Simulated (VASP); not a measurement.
Be, 36 atoms in the cell. The typed cell holds 36 atoms: a = 7.198 Å, b = 7.198 Å, c = 7.519 Å, α = 90.00°, β = 90.00°, γ = 120.00°. 

```yaml
Program: VASP 6.6.1
Task: single point
Functional: PBE
Potentials_or_basis: VASP PAW PBE potentials, release 64 (Be)
Cutoff: 520 eV
k_mesh: 2 × 2 × 2
Occupations: fermi-dirac, width 0.36 eV
Spin: no spin polarisation
Dipole_correction: no
Further_INCAR_settings: LREAL = Auto; ALGO = Normal; EDIFF = 1e-06; NBANDS = 60
```

Potentials or basis: VASP PAW PBE potentials, release 64 (Be).

The run is started by

```bash
$ cat potpaw_PBE.64/Be/POTCAR > POTCAR
$ mpirun -np 1 vasp_std > vasp.out
```

Hardware: 1 thread of Intel(R) Xeon(R) Platinum 8259CL CPU @ 2.50GHz (Skylake/Cascade Lake) (shared host).

Problem. How long does it take, and how much memory?

Solution. It took 5.4 min on 1 thread of Intel(R) Xeon(R) Platinum 8259CL CPU @ 2.50GHz (Skylake/Cascade Lake), with other jobs on the host, peak memory 0.43 GiB. Counts: scf iterations 14, k points 8.
